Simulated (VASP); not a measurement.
# MgO (Periclase) (Fm-3m) in VASP: further runs

The runs below take MgO (Periclase) through single point, with LDA, PBEsol, r2SCAN+rVV10.

Program: VASP 6.6.1. These are calculated values, not measurements. Logs are shortened: lines on timing, memory, paths and dates and some standing lists are left out, and cuts for length are marked.

**What was measured.**

“Electronic structure of alkaline earth and post-transition metal oxides”, 2009, arxiv:0908.1581 quotes, for a bulk crystal of MgO: band gap 7.83 eV.

The results are compared with them further down.

## (1) The cell of the first run

Symmetry: Fm-3m, No. 225, cubic system. The conventional cell has a = 4.159 Å, b = 4.159 Å, c = 4.159 Å, α = 90.00°, β = 90.00°, γ = 90.00°. Mg (site symmetry m-3m) has 6 O at 2.08 Å within 2.8 Å. O (site symmetry m-3m) has 6 Mg at 2.08 Å within 2.8 Å.

## (2) Single point, LDA

The input, INCAR:

```
SYSTEM = MgO
PREC = Accurate
ENCUT = 520
EDIFF = 1E-6
ISMEAR = 0
SIGMA = 0.01
LREAL = .FALSE.
LASPH = .TRUE.
NELM = 80
ALGO = Normal
ISIF = 2
LWAVE = .FALSE.
LCHARG = .FALSE.
GGA = CA
NBANDS = 11
```

The input, KPOINTS:

```
regular mesh
0
G
  8 8 8
  0 0 0
```

The input, POSCAR:

```
MgO
1.0
    0.0000000000      2.0796027768      2.0796027768
    2.0796027768      0.0000000000      2.0796027768
    2.0796027768      2.0796027768      0.0000000000
Mg O
1 1
Direct
    0.0000000000      0.0000000000      0.0000000000
    0.5000000000      0.5000000000      0.5000000000
```

Potentials or basis: VASP PAW LDA potentials, release 64 (Mg, O).

On the command line:

```console
> cat potpaw_LDA.64/Mg/POTCAR potpaw_LDA.64/O/POTCAR > POTCAR
> mpirun -np 1 vasp_std > vasp.out
```

OUTCAR:

```text
SYSTEM = MgO
   PREC = Accurate
   ENCUT = 520
   EDIFF = 1E-6
   ISMEAR = 0
   LREAL = .FALSE.
   LASPH = .TRUE.
   NELM = 80
   ISIF = 2
   GGA = CA

 ion  position               nearest neighbor table
   1  0.000  0.000  0.000-   2 2.08   2 2.08   2 2.08   2 2.08   2 2.08   2 2.08
   2  0.500  0.500  0.500-   1 2.08   1 2.08   1 2.08   1 2.08   1 2.08   1 2.08

  LATTYP: Found a face centered cubic cell.
 ALAT       =     4.1592055536

  Lattice vectors:

 A1 = (   0.0000000000,   2.0796027768,   2.0796027768)
 A2 = (   2.0796027768,   0.0000000000,   2.0796027768)
 A3 = (   2.0796027768,   2.0796027768,   0.0000000000)

Analysis of symmetry for initial positions (statically):
=====================================================================
 Subroutine PRICEL returns:
 Original cell was already a primitive cell.

 Routine SETGRP: Setting up the symmetry group for a
 face centered cubic supercell.

 Subroutine GETGRP returns: Found 48 space group operations
 (whereof 48 operations were pure point group operations)
 out of a pool of 48 trial point group operations.

The static configuration has the point symmetry O_h .

Analysis of symmetry for dynamics (positions and initial velocities):
=====================================================================
 Subroutine PRICEL returns:
 Original cell was already a primitive cell.

 Routine SETGRP: Setting up the symmetry group for a
 face centered cubic supercell.

 Subroutine GETGRP returns: Found 48 space group operations
 (whereof 48 operations were pure point group operations)
 out of a pool of 48 trial point group operations.

The dynamic configuration has the point symmetry O_h .

 Subroutine INISYM returns: Found 48 space group operations
 (whereof 48 operations are pure point group operations),
 and found     1 'primitive' translations

----------------------------------------------------------------------------------------

                                     Primitive cell

  volume of cell :      17.9875

  direct lattice vectors                    reciprocal lattice vectors
     0.000000000  2.079602777  2.079602777    -0.240430531  0.240430531  0.240430531
     2.079602777  0.000000000  2.079602777     0.240430531 -0.240430531  0.240430531
     2.079602777  2.079602777  0.000000000     0.240430531  0.240430531 -0.240430531

  length of vectors
     2.941002451  2.941002451  2.941002451     0.416437895  0.416437895  0.416437895

  position of ions in fractional coordinates (direct lattice)
     0.000000000  0.000000000  0.000000000
[... 88 lines left out ...]
   PSTRESS=    0.0 pullay stress
   NELECT =       8.0000    total number of electrons
   NUPDOWN=      -1.0000    fix difference up-down
   EMIN   =  10.00;   EMAX   =-10.00  energy-range for DOS
   EFERMI =   0.00;   METHOD = LEGACY
   ISMEAR =     0;   SIGMA  =   0.01  broadening in eV -4-tet -1-fermi 0-gaus
   EFERMI_NEDOS =   21; number of points for ismear=-14 and -15
   IALGO  =     38    algorithm
   IMIX   =      4    mixing-type and parameters
     AMIX     =   0.40;   BMIX     =  1.00
     AMIX_MAG =   1.60;   BMIX_MAG =  1.00
  volume/ion in A,a.u.               =       8.99        60.69
  Fermi-wavevector in a.u.,A,eV,Ry     =   1.249629  2.361456 21.246487  1.561573
  Thomas-Fermi vector in A             =   2.383661
   LORBIT       =      0    0 simple, 1 ext, 2 COOP (PROOUT), +10 PAW based schemes
   GGA     = CA    functional components
   LHFCALC =     F    Hartree Fock is set to
   AEXX    =    0.0000 exact exchange contribution
   IVDW    =     0    specifies the selected vdW correction
   LEPSILON=     F    determine dielectric tensor
   LRPA    =     F    only Hartree local field effects (RPA)
 non-spin polarized calculation
 Gauss-broadening in eV      SIGMA  =   0.01
  energy-cutoff  :      520.00
  volume of cell :       17.99
 maximum number of plane-waves:       531
 NGX is ok and might be reduce to    24
   NGX = 11   NGY = 11   NGZ = 11

 number of electron       8.0000000 magnetization

 Free energy of the ion-electron system (eV)
  ---------------------------------------------------
  ext. energy  EPLUGINS =         0.00000000
  ---------------------------------------------------
  free energy    TOTEN  =       -13.44476610 eV

  energy without entropy =      -13.44476610  energy(sigma->0) =      -13.44476610

 E-fermi :   3.3584     XC(G=0): -11.7759

 val. band max:        3.1742195051   @ k =   0.0000   0.0000   0.0000
 cond. band min:       8.2090542352   @ k =   0.0000   0.0000   0.0000
 fundamental gap:      5.0348347301
 Fermi energy:         3.3584234110

 k-point     1 :       0.0000    0.0000    0.0000
  band No.  band energies     occupation
      1     -14.0315      2.00000
      2       3.1742      2.00000
      3       3.1742      2.00000
      4       3.1742      2.00000
      5       8.2091      0.00000
      6      18.9050      0.00000
      7      18.9050      0.00000
      8      18.9050      0.00000
      9      23.0298      0.00000
     10      24.7206      0.00000
     11      24.7206      0.00000
[... 309 lines left out ...]
 k-point    24 :      -0.3750    0.2500    0.1250
  band No.  band energies     occupation
      1     -12.4093      2.00000
      2      -1.0519      2.00000
      3       1.1147      2.00000
      4       2.1152      2.00000
      5      12.9409      0.00000
      6      15.5284      0.00000
      7      16.7784      0.00000
      8      20.2236      0.00000
      9      23.8707      0.00000
     10      25.4160      0.00000
     11      29.5666      0.00000

 [... further k-points ...]

------------------------ aborting loop because EDIFF is reached ----------------------------------------

  FORCE on cell =-STRESS in cart. coord.  units (eV):
  Direction    XX          YY          ZZ          XY          YZ          ZX
  --------------------------------------------------------------------------------------
  -------------------------------------------------------------------------------------
  Total       -0.1888973     -0.1888973     -0.1888973     -0.0000000      0.0000000     -0.0000000
  in kB      -16.8253909    -16.8253909    -16.8253909     -0.0000000      0.0000000     -0.0000000
  external PRESSURE =     -16.8253909 kB  Pullay stress =       0.0000000 kB

 VOLUME and BASIS-vectors are now :
 -----------------------------------------------------------------------------
  energy-cutoff  :      520.00
  volume of cell :       17.99
      direct lattice vectors                 reciprocal lattice vectors
     0.000000000  2.079602777  2.079602777    -0.240430531  0.240430531  0.240430531
     2.079602777  0.000000000  2.079602777     0.240430531 -0.240430531  0.240430531
     2.079602777  2.079602777  0.000000000     0.240430531  0.240430531 -0.240430531

 POSITION                                       TOTAL-FORCE (eV/Angst)
 -----------------------------------------------------------------------------------
      0.00000      0.00000      0.00000         0.000000      0.000000      0.000000
      2.07960      2.07960      2.07960        -0.000000     -0.000000      0.000000
 -----------------------------------------------------------------------------------
    total drift:                               -0.000000     -0.000000      0.000000

  FREE ENERGIE OF THE ION-ELECTRON SYSTEM (eV)
  ---------------------------------------------------
  free  energy   TOTEN  =       -13.4447661024 eV

  energy  without entropy=      -13.4447661024  energy(sigma->0) =      -13.44476610
```

stdout:

```text
POSCAR found type information on POSCAR MgO
 POSCAR found :  2 types and       2 ions
 scaLAPACK will be used
 LDA part: xc-table for (Slater(with rela. corr.)+CA(PZ))
 , standard interpolation
 POSCAR, INCAR and KPOINTS ok, starting setup
 FFT: planning ... GRIDC
 FFT: planning ... GRID_SOFT
 FFT: planning ... GRID
 WAVECAR not read
 entering main loop
```

Wall time 3.4 s (1 thread of Intel Xeon Platinum 8375C at 2.90GHz (Ice Lake), shared host); peak memory 0.13 GiB.

What came out:

```
Free energy            : -13.4448 eV
Pressure               : -1.7 GPa
Band gap on the k mesh : 5.03 eV, direct
```

## (3) Single point, PBEsol

This run uses another cell than the first one, of 9.36 Å³/atom, 1.040 times its volume.

The input, INCAR:

```
ALGO     = Normal         # electronic algorithm
EDIFF    = 1E-6           # SCF threshold, eV
ENCUT    = 520            # plane-wave cutoff, eV
GGA      = PS             # functional
ISIF     = 2              # what is computed and relaxed
ISMEAR   = 0              # smearing method
LASPH    = T              # aspherical terms in the spheres
LCHARG   = F              # write CHGCAR
LREAL    = F              # projectors in reciprocal space
LWAVE    = F              # write WAVECAR
NBANDS   = 11             # bands
NELM     = 80             # most SCF steps
PREC     = Accurate       # precision mode
SIGMA    = 0.01           # smearing width, eV
```

The input, KPOINTS:

```
k-points
0
Gamma
  8 8 8
```

The input, POSCAR:

```
MgO
1.0
    0.0000000000      2.1071309843      2.1071309843
    2.1071309843      0.0000000000      2.1071309843
    2.1071309843      2.1071309843      0.0000000000
Mg O
1 1
Direct
    0.0000000000      0.0000000000      0.0000000000
    0.5000000000      0.5000000000      0.5000000000
```

Potentials or basis: VASP PAW PBE potentials, release 64 (Mg, O).

On the command line:

```console
> cat potpaw_PBE.64/Mg/POTCAR potpaw_PBE.64/O/POTCAR > POTCAR
> mpirun -np 1 vasp_std > vasp.out
```

Run time: 4.2 s. Hardware: 1 thread of Intel Xeon Platinum 8375C at 2.90GHz (Ice Lake), shared host; peak memory 0.14 GiB.

The run converged. Its results:

| Quantity | Value |
| --- | --- |
| Free energy | -12.5124 eV |
| Pressure | -0.5 GPa |
| Band gap on the k mesh | 4.62 eV, direct |

Levels at points of the mesh, in eV from the valence-band top:
```
           k point  band 1  band 2  band 3  band 4  band 5  band 6  band 7  band 8  band 9
(0.00, 0.00, 0.00)  -17.20    0.00    0.00    0.00    4.62   15.62   15.62   15.62   19.46
(0.50, 0.00, 0.00)  -15.89   -4.67   -0.66   -0.66    7.73   12.49   16.16   16.16   20.74
(0.50, 0.50, 0.00)  -15.62   -4.14   -1.36   -1.36    8.92    9.86   12.96   18.82   18.82
```

Caveat: the PAW data sets were made with another functional, which shifts forces and pressure a little.

## (4) Single point, r2SCAN+rVV10

This run uses another cell than the first one, of 9.23 Å³/atom, 1.026 times its volume.

The input, POSCAR:

```
MgO
1.0
    0.0000000000      2.0975094506      2.0975094506
    2.0975094506      0.0000000000      2.0975094506
    2.0975094506      2.0975094506      0.0000000000
Mg O
1 1
Direct
    0.0000000000      0.0000000000      0.0000000000
    0.5000000000      0.5000000000      0.5000000000
```

The input, INCAR.step1:

```
SYSTEM = MgO
ALGO = Normal
EDIFF = 1E-4
ENCUT = 520
GGA = PE
ISMEAR = 0
LASPH = .True.
LCHARG = .False.
LREAL = .False.
LWAVE = .True.
NBANDS = 11
NELM = 60
PREC = Accurate
SIGMA = 0.01
```

The input, INCAR.step2:

```
SYSTEM = MgO
ALGO = Normal
BPARAM = 11.95
CPARAM = 0.0093
EDIFF = 1E-6
ENCUT = 520
ISIF = 2
ISMEAR = 0
ISTART = 1
IVDW_NL = 2
LASPH = .True.
LCHARG = .False.
LMIXTAU = .True.
LREAL = .False.
LUSE_VDW = .True.
LWAVE = .False.
METAGGA = R2SCAN
NBANDS = 11
NELM = 60
PREC = Accurate
SIGMA = 0.01
```

The input, KPOINTS:

```
k-points
0
Gamma
  8 8 8
  0 0 0
```

On the command line:

```console
> cat potpaw_PBE.64/Mg/POTCAR potpaw_PBE.64/O/POTCAR > POTCAR
> cp INCAR.step1 INCAR
> mpirun -np 1 vasp_std > vasp.out
> cp INCAR.step2 INCAR
> mpirun -np 1 vasp_std > vasp.out
```

It took 34 s on 1 thread of Intel Xeon Platinum 8375C at 2.90GHz (Ice Lake), shared host; peak memory 0.22 GiB.

The run converged. Its results:

```
Free energy            : -15.8898 eV
Pressure               : -1.0 GPa
Band gap on the k mesh : 5.68 eV, direct
```

Levels at points of the mesh, in eV from the valence-band top:
```csv
k point,band 1,band 2,band 3,band 4,band 5,band 6,band 7,band 8,band 9
"(0.00, 0.00, 0.00)",-18.27,0.00,0.00,0.00,5.68,16.86,16.86,16.86,21.02
"(0.50, 0.00, 0.00)",-16.98,-4.68,-0.69,-0.69,8.83,13.92,17.52,17.52,22.52
"(0.50, 0.50, 0.00)",-16.73,-4.17,-1.40,-1.40,9.99,11.16,14.39,20.53,20.53
```

Caveat: the PAW data sets were made with another functional, which shifts forces and pressure a little.

## (5) The runs side by side

| level | potentials or basis | cell | gap on the mesh (eV) | pressure (GPa) |
| --- | --- | --- | --- | --- |
| LDA | VASP PAW LDA potentials, release 64 (Mg, O) | a = 2.941 Å, angles 60.0°, 2 atoms | 5.03 | -1.7 |
| PBEsol | VASP PAW PBE potentials, release 64 (Mg, O) | a = 2.980 Å, angles 60.0°, 2 atoms | 4.62 | -0.5 |
| r2SCAN+rVV10 | VASP PAW PBE potentials, release 64 (Mg, O) | a = 2.966 Å, angles 60.0°, 2 atoms | 5.68 | -1.0 |

Alike in all rows: task single point; no spin polarisation; k mesh 8 × 8 × 8; cutoff (eV) 520; smearing gaussian 0.01 eV.

Caveats: the PAW data sets were made with another functional, which shifts forces and pressure a little (some runs).

Total energies depend on the potentials used, so only differences within one code and one set of settings carry meaning.

## (6) How close it comes

Step 2. Against the measured gap of MgO, 7.83 eV (quoted in “Electronic structure of alkaline earth and post-transition metal oxides”, 2009, arxiv:0908.1581), the calculated 5.03 eV is off by -2.80 eV. The value is that of LDA, without temperature or zero-point motion. Semilocal functionals fall short of measured gaps as a rule.

Step 3. Measured gap of MgO: 7.83 eV (quoted in “Electronic structure of alkaline earth and post-transition metal oxides”, 2009, arxiv:0908.1581). This calculation gives 4.62 eV (-3.21 eV). The value is that of PBEsol, without temperature or zero-point motion. Semilocal functionals fall short of measured gaps as a rule.

Step 4. Against the measured gap of MgO, 7.83 eV (quoted in “Electronic structure of alkaline earth and post-transition metal oxides”, 2009, arxiv:0908.1581), the calculated 5.68 eV is off by -2.15 eV. The value is that of r2SCAN+rVV10, without temperature or zero-point motion.
